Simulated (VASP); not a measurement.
# CuI (Pmmn) in VASP: single point with PBEsol

Aim: the single point of CuI with PBEsol.

Program: VASP 6.6.1. These are calculated values, not measurements. Logs are shortened: lines on timing, memory, paths and dates and some standing lists are left out, and cuts for length are marked.

## (1) The cell of the first run

The structure is orthorhombic, space group Pmmn (No. 59). The conventional cell has a = 3.942 Å, b = 4.242 Å, c = 6.383 Å, α = 90.00°, β = 90.00°, γ = 90.00°. Within 3.4 Å of Cu (site symmetry mm2) lie 4 I at 2.60 to 2.68 Å and 4 Cu at 2.90 Å. I (site symmetry mm2) has 4 Cu at 2.60 to 2.68 Å within 3.4 Å.

## (2) Single point, PBEsol (uniaxial strain along a: +6.0 %)

File INCAR:

```
PREC     = Accurate       # precision mode
ENCUT    = 520            # plane-wave cutoff, eV
EDIFF    = 1E-6           # SCF threshold, eV
ISMEAR   = 0              # smearing method
SIGMA    = 0.02           # smearing width, eV
LREAL    = F              # projectors in reciprocal space
LASPH    = T              # aspherical terms in the spheres
NELM     = 100            # most SCF steps
ALGO     = Normal         # electronic algorithm
ISIF     = 2              # what is computed and relaxed
LWAVE    = F              # write WAVECAR
LCHARG   = F              # write CHGCAR
GGA      = PS             # functional
NBANDS   = 26             # bands
```

File KPOINTS:

```
regular mesh
0
Gamma
  8 8 4
```

File POSCAR:

```
CuI
1.0
    4.2421004972      0.0000000000      0.0000000000
    0.0000000000      3.9419518771      0.0000000000
    0.0000000000      0.0000000000      6.3833129451
Cu I
2 2
Direct
    0.5000000000      0.5000000000     -0.0056794541
    0.0000000000      0.0000000000      0.0056794541
    0.5000000000      0.0000000000      0.2610529775
    0.0000000000      0.5000000000      0.7389470225
```

Potentials or basis: VASP PAW PBE potentials, release 64 (Cu, I).

Started as:

```bash
> cat potpaw_PBE.64/Cu/POTCAR potpaw_PBE.64/I/POTCAR > POTCAR
> mpirun -np 1 vasp_std > vasp.out
```

OUTCAR:

```text
PREC = Accurate
   ENCUT = 520
   EDIFF = 1E-6
   ISMEAR = 0
   LREAL = F
   LASPH = T
   NELM = 100
   ISIF = 2
   GGA = PS

 ion  position               nearest neighbor table
   1  0.500  0.500  0.994-   3 2.60   3 2.60   4 2.68   4 2.68
   2  0.000  0.000  0.006-   4 2.60   4 2.60   3 2.68   3 2.68
   3  0.500  0.000  0.261-   1 2.60   1 2.60   2 2.68   2 2.68
   4  0.000  0.500  0.739-   2 2.60   2 2.60   1 2.68   1 2.68

  LATTYP: Found a simple orthorhombic cell.
 ALAT       =     3.9419518771
 B/A-ratio  =     1.0761421320
 C/A-ratio  =     1.6193279736

  Lattice vectors:

 A1 = (   0.0000000000,  -3.9419518771,   0.0000000000)
 A2 = (   4.2421004972,   0.0000000000,   0.0000000000)
 A3 = (   0.0000000000,   0.0000000000,   6.3833129451)

Analysis of symmetry for initial positions (statically):
=====================================================================
 Subroutine PRICEL returns:
 Original cell was already a primitive cell.

 Routine SETGRP: Setting up the symmetry group for a
 simple orthorhombic supercell.

 Subroutine GETGRP returns: Found  8 space group operations
 (whereof  4 operations were pure point group operations)
 out of a pool of  8 trial point group operations.

The static configuration has the point symmetry C_2v.
 The point group associated with its full space group is D_2h.

Analysis of symmetry for dynamics (positions and initial velocities):
=====================================================================
 Subroutine PRICEL returns:
 Original cell was already a primitive cell.

 Routine SETGRP: Setting up the symmetry group for a
 simple orthorhombic supercell.

 Subroutine GETGRP returns: Found  8 space group operations
 (whereof  4 operations were pure point group operations)
 out of a pool of  8 trial point group operations.

The dynamic configuration has the point symmetry C_2v.
 The point group associated with its full space group is D_2h.

 Subroutine INISYM returns: Found  8 space group operations
 (whereof  4 operations are pure point group operations),
 and found     1 'primitive' translations

----------------------------------------------------------------------------------------

                                     Primitive cell

  volume of cell :     106.7428

  direct lattice vectors                    reciprocal lattice vectors
     4.242100497  0.000000000  0.000000000     0.235732275  0.000000000  0.000000000
     0.000000000  3.941951877  0.000000000     0.000000000  0.253681433  0.000000000
     0.000000000  0.000000000  6.383312945     0.000000000  0.000000000  0.156658464

  length of vectors
     4.242100497  3.941951877  6.383312945     0.235732275  0.253681433  0.156658464

  position of ions in fractional coordinates (direct lattice)
     0.500000000  0.500000000  0.994320546
     0.000000000  0.000000000  0.005679454
     0.500000000  0.000000000  0.261052978
     0.000000000  0.500000000  0.738947022

  ion indices of the primitive-cell ions
   primitive index   ion index
                 1           1
                 2           2
                 3           3
                 4           4

----------------------------------------------------------------------------------------

 KPOINTS: regular mesh

Automatic generation of k-mesh.
 Grid dimensions read from file:
 generate k-points for:    8    8    4

 Generating k-lattice:

  Cartesian coordinates                     Fractional coordinates (reciprocal lattice)
     0.029466534  0.000000000  0.000000000     0.125000000  0.000000000  0.000000000
     0.000000000  0.031710179  0.000000000     0.000000000  0.125000000  0.000000000
     0.000000000  0.000000000  0.039164616     0.000000000  0.000000000  0.250000000

  Length of vectors
     0.029466534  0.031710179  0.039164616

  Shift w.r.t. Gamma in fractional coordinates (k-lattice)
     0.000000000  0.000000000  0.000000000

 Subroutine IBZKPT returns following result:
 ===========================================

 Found     75 irreducible k-points:

 Following reciprocal coordinates:
            Coordinates               Weight
  0.000000  0.000000  0.000000      1.000000
  0.125000  0.000000  0.000000      2.000000
  0.250000  0.000000  0.000000      2.000000
  0.375000  0.000000  0.000000      2.000000
  0.500000  0.000000  0.000000      1.000000
  0.000000  0.125000  0.000000      2.000000
[... 16 lines left out ...]
  0.250000  0.500000  0.000000      2.000000
  0.375000  0.500000  0.000000      2.000000
 [... further k-points ...]
   k-points           NKPTS =     75   k-points in BZ     NKDIM =     75   number of bands    NBANDS=     26
   number of dos      NEDOS =    301   number of ions     NIONS =      4
   total plane-waves  NPLWV =  46080
   dimension x,y,z NGX =    32 NGY =   30 NGZ =   48
   dimension x,y,z NGXF=    64 NGYF=   60 NGZF=   96
   ions per type =               2   2
   NGX,Y,Z   is equivalent  to a cutoff of  12.54, 12.65, 12.50 a.u.
   NGXF,Y,Z  is equivalent  to a cutoff of  25.08, 25.30, 25.00 a.u.
 SYSTEM =  unknown system
   PREC   = accura    normal or accurate (medium, high low for compatibility)
   ISTART =      0    job   : 0-new  1-cont  2-samecut
   ICHARG =      2    charge: 1-file 2-atom 10-const
   ISPIN  =      1    spin polarized calculation?
   LNONCOLLINEAR =      F non collinear calculations
   LSORBIT =      F    spin-orbit coupling
   LASPH  =      T    aspherical Exc in radial PAW
   ENCUT  =  520.0 eV  38.22 Ry    6.18 a.u.   7.89  7.33 11.87*2*pi/ulx,y,z
   NELM   =    100;   NELMIN=  2; NELMDL= -5     # of ELM steps
   EDIFF  = 0.1E-05   stopping-criterion for ELM
   LREAL  =      F    real-space projection
   EDIFFG = 0.1E-04   stopping-criterion for IOM
   NSW    =      0    number of steps for IOM
   IBRION =     -1    ionic relax: 0-MD 1-quasi-New 2-CG
   NFREE  =      0    steps in history (QN), initial steepest desc. (CG)
   ISIF   =      2    stress and relaxation
   ISYM   =      2    0-nonsym 1-usesym 2-fastsym
   POTIM  = 0.5000    time-step for ionic-motion
   TEBEG  =    0.0;   TEEND  =   0.0 temperature during run
   PSTRESS=    0.0 pullay stress
   NELECT =      36.0000    total number of electrons
   NUPDOWN=      -1.0000    fix difference up-down
   EMIN   =  10.00;   EMAX   =-10.00  energy-range for DOS
   EFERMI =   0.00;   METHOD = LEGACY
   ISMEAR =     0;   SIGMA  =   0.02  broadening in eV -4-tet -1-fermi 0-gaus
   EFERMI_NEDOS =   21; number of points for ismear=-14 and -15
   IALGO  =     38    algorithm
   IMIX   =      4    mixing-type and parameters
     AMIX     =   0.40;   BMIX     =  1.00
     AMIX_MAG =   1.60;   BMIX_MAG =  1.00
  volume/ion in A,a.u.               =      26.69       180.08
  Fermi-wavevector in a.u.,A,eV,Ry     =   1.139540  2.153418 17.667861  1.298551
  Thomas-Fermi vector in A             =   2.276243
   LORBIT       =      0    0 simple, 1 ext, 2 COOP (PROOUT), +10 PAW based schemes
   GGA     = PS    functional components
   LHFCALC =     F    Hartree Fock is set to
   AEXX    =    0.0000 exact exchange contribution
   IVDW    =     0    specifies the selected vdW correction
   LEPSILON=     F    determine dielectric tensor
   LRPA    =     F    only Hartree local field effects (RPA)
 non-spin polarized calculation
 Gauss-broadening in eV      SIGMA  =   0.02
  energy-cutoff  :      520.00
  volume of cell :      106.74
 maximum number of plane-waves:      2904
 NGX is ok and might be reduce to    32
   NGX = 15   NGY = 15   NGZ = 23

 number of electron      36.0000018 magnetization

 Free energy of the ion-electron system (eV)
  ---------------------------------------------------
  ext. energy  EPLUGINS =         0.00000000
  ---------------------------------------------------
  free energy    TOTEN  =       -12.57921033 eV

  energy without entropy =      -12.57921033  energy(sigma->0) =      -12.57921033

 E-fermi :   4.7814     XC(G=0):  -9.3102

 val. band max:        4.6980650397   @ k =   0.0000   0.0000   0.0000
 cond. band min:       6.0376892274   @ k =   0.0000   0.0000   0.0000
 fundamental gap:      1.3396241877
 Fermi energy:         4.7814349575

 k-point     1 :       0.0000    0.0000    0.0000
  band No.  band energies     occupation
      1      -9.4645      2.00000
      2      -8.7127      2.00000
      3      -1.3267      2.00000
      4       0.7607      2.00000
      5       0.8175      2.00000
      6       0.9953      2.00000
[... 18 lines left out ...]
     25      13.1319      0.00000
     26      13.1773      0.00000

 k-point     2 :       0.1250    0.0000    0.0000
  band No.  band energies     occupation
      1      -9.4122      2.00000
      2      -8.7100      2.00000
      3      -1.2335      2.00000
      4       0.6416      2.00000
      5       0.6549      2.00000
      6       0.8287      2.00000
[... 18 lines left out ...]
     25      13.0576      0.00000
     26      13.4576      0.00000

 k-point     3 :       0.2500    0.0000    0.0000
  band No.  band energies     occupation
      1      -9.2695      2.00000
      2      -8.7170      2.00000
      3      -0.9791      2.00000
      4       0.0668      2.00000
      5       0.2751      2.00000
      6       0.7784      2.00000
[... 18 lines left out ...]
     25      12.1086      0.00000
     26      12.7474      0.00000

 k-point     4 :       0.3750    0.0000    0.0000
  band No.  band energies     occupation
      1      -9.0771      2.00000
      2      -8.7692      2.00000
      3      -0.7039      2.00000
      4      -0.4259      2.00000
      5       0.0176      2.00000
      6       0.6060      2.00000
[... 18 lines left out ...]
     25      11.3464      0.00000
     26      11.9552      0.00000
[... 496 lines left out ...]
      1      -8.7112      2.00000
      2      -8.7112      2.00000
      3      -0.7306      2.00000
      4      -0.7306      2.00000
      5       0.3644      2.00000
      6       0.3644      2.00000
[... 18 lines left out ...]
     25      12.2164      0.00000
     26      12.2164      0.00000

 k-point    23 :       0.2500    0.5000    0.0000
  band No.  band energies     occupation
      1      -8.6380      2.00000
      2      -8.6380      2.00000
      3      -0.8348      2.00000
      4      -0.8348      2.00000
      5       0.5276      2.00000
      6       0.5276      2.00000
[... 18 lines left out ...]
     25      12.9155      0.00000
     26      12.9155      0.00000

 k-point    24 :       0.3750    0.5000    0.0000
  band No.  band energies     occupation
      1      -8.5615      2.00000
      2      -8.5615      2.00000
      3      -0.9948      2.00000
      4      -0.9948      2.00000
      5       0.7214      2.00000
      6       0.7214      2.00000
[... 18 lines left out ...]
     25      13.4559      0.00000
     26      13.4559      0.00000

 [... further k-points ...]
[... 5 lines left out ...]
  --------------------------------------------------------------------------------------
  -------------------------------------------------------------------------------------
  Total       -2.3084713      0.8739821     -0.2847062      0.0000000      0.0000000      0.0000000
  in kB      -34.6494741     13.1182139     -4.2733566      0.0000000      0.0000000      0.0000000
  external PRESSURE =      -8.6015389 kB  Pullay stress =       0.0000000 kB

 VOLUME and BASIS-vectors are now :
 -----------------------------------------------------------------------------
  energy-cutoff  :      520.00
  volume of cell :      106.74
      direct lattice vectors                 reciprocal lattice vectors
     4.242100497  0.000000000  0.000000000     0.235732275  0.000000000  0.000000000
     0.000000000  3.941951877  0.000000000     0.000000000  0.253681433  0.000000000
     0.000000000  0.000000000  6.383312945     0.000000000  0.000000000  0.156658464

 POSITION                                       TOTAL-FORCE (eV/Angst)
 -----------------------------------------------------------------------------------
      2.12105      1.97098      6.34706         0.000000      0.000000     -0.106225
      0.00000      0.00000      0.03625         0.000000      0.000000      0.106225
      2.12105      0.00000      1.66638         0.000000      0.000000     -0.086417
      0.00000      1.97098      4.71693         0.000000      0.000000      0.086417
 -----------------------------------------------------------------------------------
    total drift:                                0.000000      0.000000      0.000000

  FREE ENERGIE OF THE ION-ELECTRON SYSTEM (eV)
  ---------------------------------------------------
  free  energy   TOTEN  =       -12.5792103309 eV

  energy  without entropy=      -12.5792103309  energy(sigma->0) =      -12.57921033
```

It took 2.7 min on 1 thread of AMD EPYC 7R13, shared host; peak memory 0.33 GiB.

Results:

```yaml
Free_energy: -12.5792 eV
Pressure: -0.9 GPa
Largest_force: 0.106 eV/Å
Band_gap_on_the_k_mesh: 1.34 eV, direct
```

Forces in eV/Å, atoms in the order of the input:
```
Cu   0.000  0.000 -0.106
Cu   0.000  0.000  0.106
I    0.000  0.000 -0.086
I    0.000  0.000  0.086
```

Stress tensor (GPa, compression positive):
```
-3.46  0.00  0.00
 0.00  1.31  0.00
 0.00  0.00 -0.43
```

Levels at points of the mesh, in eV from the valence-band top:
| k point | band 15 | band 16 | band 17 | band 18 | band 19 | band 20 | band 21 | band 22 |
| --- | --- | --- | --- | --- | --- | --- | --- | --- |
| (0.00, 0.00, 0.00) | -1.36 | -0.92 | -0.23 | 0.00 | 1.34 | 2.42 | 3.45 | 4.30 |
| (0.50, 0.00, 0.00) | -1.36 | -1.36 | -0.52 | -0.52 | 3.74 | 3.74 | 4.86 | 4.86 |
| (0.00, 0.50, 0.00) | -1.22 | -1.22 | -0.73 | -0.73 | 3.26 | 3.26 | 4.62 | 4.62 |
| (0.50, 0.50, 0.00) | -1.84 | -1.84 | -1.27 | -1.27 | 2.44 | 2.44 | 2.57 | 2.57 |
| (0.00, 0.00, 0.50) | -1.36 | -1.29 | -0.59 | -0.31 | 2.67 | 3.10 | 3.60 | 4.19 |
| (0.50, 0.00, 0.50) | -0.92 | -0.92 | -0.49 | -0.49 | 2.20 | 2.20 | 5.13 | 5.13 |
| (0.00, 0.50, 0.50) | -0.84 | -0.84 | -0.70 | -0.70 | 1.96 | 1.96 | 4.83 | 4.83 |
| (0.50, 0.50, 0.50) | -1.86 | -1.86 | -1.19 | -1.19 | 3.95 | 3.95 | 4.02 | 4.02 |

Caveat: the cell differs from its parent crystal (uniaxial strain along a: +6.0 %); the PAW data sets were made with another functional, which shifts forces and pressure a little; spin-orbit coupling is left out, which moves the levels of the heavy elements; this functional lacks dispersion, which binds the layers, so the pressure and a relaxed spacing across them are unreliable. A k mesh can miss the band edges.
